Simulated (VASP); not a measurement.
# Tl (Fm-3m) in VASP: a series of runs

Aim: see how the results for Tl move with the level of theory and the settings. Levels: r2SCAN, r2SCAN0. Tasks: single point.

Everything below comes from runs of VASP 6.6.1. Logs are shortened: lines on timing, memory, paths and dates and some standing lists are left out, and cuts for length are marked.

## Step 1: The cell of the first run

Symmetry: Fm-3m, No. 225, cubic system. The conventional cell has a = 4.927 Å, b = 4.927 Å, c = 4.927 Å, α = 90.00°, β = 90.00°, γ = 90.00°. Within 4.6 Å of Tl (site symmetry m-3m) lie 12 Tl at 3.48 Å.

This isn't the form of Tl at room conditions, which is hcp.

## Step 2: Single point, r2SCAN

The input, POSCAR:

```
Tl
1.0
    0.0000000000      2.4633505600      2.4633505600
    2.4633505600      0.0000000000      2.4633505600
    2.4633505600      2.4633505600      0.0000000000
Tl
1
Direct
    0.0000000000      0.0000000000      0.0000000000
```

The input, INCAR.step1:

```
PREC = Accurate ; ENCUT = 520
ISMEAR = -1 ; SIGMA = 0.1
LREAL = False ; LASPH = True
NELM = 100 ; NBANDS = 12
GGA = PE ; ALGO = Normal
EDIFF = 1E-4 ; LWAVE = True
LCHARG = False
```

The input, INCAR.step2:

```
PREC = Accurate ; ENCUT = 520
EDIFF = 1E-7 ; ISMEAR = -1
SIGMA = 0.1 ; LREAL = False
LASPH = True ; NELM = 100
ALGO = Normal ; ISIF = 2
LWAVE = False ; LCHARG = False
METAGGA = R2SCAN ; LMIXTAU = True
NBANDS = 12 ; ISTART = 1
```

The input, KPOINTS:

```
Automatic mesh
0
Gamma
  6 6 6
```

Potentials or basis: VASP PAW PBE potentials, release 64 (Tl_d).

Started as:

```console
$ cat potpaw_PBE.64/Tl_d/POTCAR > POTCAR
$ cp INCAR.step1 INCAR
$ mpirun -np 1 vasp_std > vasp.out
$ cp INCAR.step2 INCAR
$ mpirun -np 1 vasp_std > vasp.out
```

OUTCAR:

```text
PREC = Accurate
   ENCUT = 520
   EDIFF = 1E-7
   ISMEAR = -1
   LREAL = False
   LASPH = True
   NELM = 100
   ISIF = 2
   METAGGA = R2SCAN
   ISTART = 1

 ion  position               nearest neighbor table
   1  0.000  0.000  0.000-

  LATTYP: Found a face centered cubic cell.
 ALAT       =     4.9267011200

  Lattice vectors:

 A1 = (   0.0000000000,   2.4633505600,   2.4633505600)
 A2 = (   2.4633505600,   0.0000000000,   2.4633505600)
 A3 = (   2.4633505600,   2.4633505600,   0.0000000000)

Analysis of symmetry for initial positions (statically):
=====================================================================
 Subroutine PRICEL returns:
 Original cell was already a primitive cell.

 Routine SETGRP: Setting up the symmetry group for a
 face centered cubic supercell.

 Subroutine GETGRP returns: Found 48 space group operations
 (whereof 48 operations were pure point group operations)
 out of a pool of 48 trial point group operations.

The static configuration has the point symmetry O_h .

Analysis of symmetry for dynamics (positions and initial velocities):
=====================================================================
 Subroutine PRICEL returns:
 Original cell was already a primitive cell.

 Routine SETGRP: Setting up the symmetry group for a
 face centered cubic supercell.

 Subroutine GETGRP returns: Found 48 space group operations
 (whereof 48 operations were pure point group operations)
 out of a pool of 48 trial point group operations.

The dynamic configuration has the point symmetry O_h .

 Subroutine INISYM returns: Found 48 space group operations
 (whereof 48 operations are pure point group operations),
 and found     1 'primitive' translations

----------------------------------------------------------------------------------------

                                     Primitive cell

  volume of cell :      29.8957

  direct lattice vectors                    reciprocal lattice vectors
     0.000000000  2.463350560  2.463350560    -0.202975576  0.202975576  0.202975576
     2.463350560  0.000000000  2.463350560     0.202975576 -0.202975576  0.202975576
     2.463350560  2.463350560  0.000000000     0.202975576  0.202975576 -0.202975576

  length of vectors
     3.483703771  3.483703771  3.483703771     0.351564011  0.351564011  0.351564011

  position of ions in fractional coordinates (direct lattice)
     0.000000000  0.000000000  0.000000000

  ion indices of the primitive-cell ions
   primitive index   ion index
                 1           1

[... 69 lines left out ...]
   ISYM   =      2    0-nonsym 1-usesym 2-fastsym
   POTIM  = 0.5000    time-step for ionic-motion
   TEBEG  =    0.0;   TEEND  =   0.0 temperature during run
   PSTRESS=    0.0 pullay stress
   NELECT =      13.0000    total number of electrons
   NUPDOWN=      -1.0000    fix difference up-down
   EMIN   =  10.00;   EMAX   =-10.00  energy-range for DOS
   EFERMI =   0.00;   METHOD = LEGACY
   ISMEAR =    -1;   SIGMA  =   0.10  broadening in eV -4-tet -1-fermi 0-gaus
   EFERMI_NEDOS =   21; number of points for ismear=-14 and -15
   IALGO  =     38    algorithm
   IMIX   =      4    mixing-type and parameters
     AMIX     =   0.40;   BMIX     =  1.00
     AMIX_MAG =   1.60;   BMIX_MAG =  1.00
  volume/ion in A,a.u.               =      29.90       201.75
  Fermi-wavevector in a.u.,A,eV,Ry     =   1.240280  2.343789 20.929766  1.538294
  Thomas-Fermi vector in A             =   2.374727
   LORBIT       =      0    0 simple, 1 ext, 2 COOP (PROOUT), +10 PAW based schemes
   METAGGA = R2SCAN    functional components
   LHFCALC =     F    Hartree Fock is set to
   AEXX    =    0.0000 exact exchange contribution
   IVDW    =     0    specifies the selected vdW correction
   LEPSILON=     F    determine dielectric tensor
   LRPA    =     F    only Hartree local field effects (RPA)
 non-spin polarized calculation
  energy-cutoff  :      520.00
  volume of cell :       29.90
 maximum number of plane-waves:       821
 NGX is ok and might be reduce to    28
   NGX = 13   NGY = 13   NGZ = 13

 number of electron      12.9999999 magnetization

 Free energy of the ion-electron system (eV)
  ---------------------------------------------------
  ext. energy  EPLUGINS =         0.00000000
  ---------------------------------------------------
  free energy    TOTEN  =       -53.16814361 eV

  energy without entropy =      -53.14559089  energy(sigma->0) =      -53.15686725

 E-fermi :   5.9680     XC(G=0): -10.5754

 val. band max:        5.8924799662   @ k =   0.5000   0.3333   0.0000
 cond. band min:       6.1761549853   @ k =  -0.3333   0.3333   0.0000
 fundamental gap:      0.2836750190
 Fermi energy:         5.9679657492

 k-point     1 :       0.0000    0.0000    0.0000
  band No.  band energies     occupation
      1      -6.0327      2.00000
      2      -6.0327      2.00000
      3      -6.0327      2.00000
      4      -5.7784      2.00000
      5      -5.7784      2.00000
      6      -4.0637      2.00000
      7      16.3045      0.00000
      8      16.3045      0.00000
      9      16.3045      0.00000
     10      17.6279      0.00000
     11      20.7277      0.00000
     12      21.4008      0.00000
[... 211 lines left out ...]
 k-point    16 :      -0.3333    0.5000    0.1667
  band No.  band energies     occupation
      1      -6.1686      2.00000
      2      -6.1251      2.00000
      3      -5.7398      2.00000
      4      -5.6666      2.00000
      5      -5.4874      2.00000
      6       2.2155      2.00000
      7       5.3848      1.99415
      8       7.9763      0.00000
      9       8.6706      0.00000
     10      17.4620      0.00000
     11      18.2466      0.00000
     12      23.4012      0.00000

------------------------ aborting loop because EDIFF is reached ----------------------------------------

  FORCE on cell =-STRESS in cart. coord.  units (eV):
  Direction    XX          YY          ZZ          XY          YZ          ZX
  --------------------------------------------------------------------------------------
  -------------------------------------------------------------------------------------
  Total        0.0319602      0.0319602      0.0319602      0.0000000      0.0000000      0.0000000
  in kB        1.7128177      1.7128177      1.7128177      0.0000000      0.0000000      0.0000000
  external PRESSURE =       1.7128177 kB  Pullay stress =       0.0000000 kB

 VOLUME and BASIS-vectors are now :
 -----------------------------------------------------------------------------
  energy-cutoff  :      520.00
  volume of cell :       29.90
      direct lattice vectors                 reciprocal lattice vectors
     0.000000000  2.463350560  2.463350560    -0.202975576  0.202975576  0.202975576
     2.463350560  0.000000000  2.463350560     0.202975576 -0.202975576  0.202975576
     2.463350560  2.463350560  0.000000000     0.202975576  0.202975576 -0.202975576

 POSITION                                       TOTAL-FORCE (eV/Angst)
 -----------------------------------------------------------------------------------
      0.00000      0.00000      0.00000         0.000000      0.000000      0.000000
 -----------------------------------------------------------------------------------
    total drift:                               -0.000000     -0.000000     -0.000000

  FREE ENERGIE OF THE ION-ELECTRON SYSTEM (eV)
  ---------------------------------------------------
  free  energy   TOTEN  =       -53.1681436098 eV

  energy  without entropy=      -53.1455908895  energy(sigma->0) =      -53.15686725
```

Wall time 43 s (1 thread of Intel Xeon Platinum 8488C (Sapphire Rapids), shared host); peak memory 0.16 GiB.

What came out:

| Property | Result |
| --- | --- |
| Free energy | -53.1681 eV |
| Pressure | 0.2 GPa |
| Band gap on the k mesh | zero (an odd number of electrons rules out a gap without spin polarisation) |

Levels at points of the mesh, in eV from the Fermi level:
| k point | band 3 | band 4 | band 5 | band 6 | band 7 | band 8 | band 9 | band 10 |
| --- | --- | --- | --- | --- | --- | --- | --- | --- |
| (0.00, 0.00, 0.00) | -12.00 | -11.75 | -11.75 | -10.03 | 10.34 | 10.34 | 10.34 | 11.66 |
| (0.50, 0.00, 0.00) | -11.99 | -11.52 | -11.52 | -5.49 | -2.66 | 8.28 | 8.28 | 11.07 |
| (0.50, 0.50, 0.00) | -11.53 | -11.46 | -11.46 | -3.81 | -1.61 | 4.22 | 4.22 | 7.89 |

Caveat: the k points lie up to 0.37 Å⁻¹ apart, too coarse for converged energies and pressures of a metal; the PAW data sets were made with another functional, which shifts forces and pressure a little; spin-orbit coupling is left out, which moves the levels of the heavy elements.

(Part 1 of 2 ends here.)
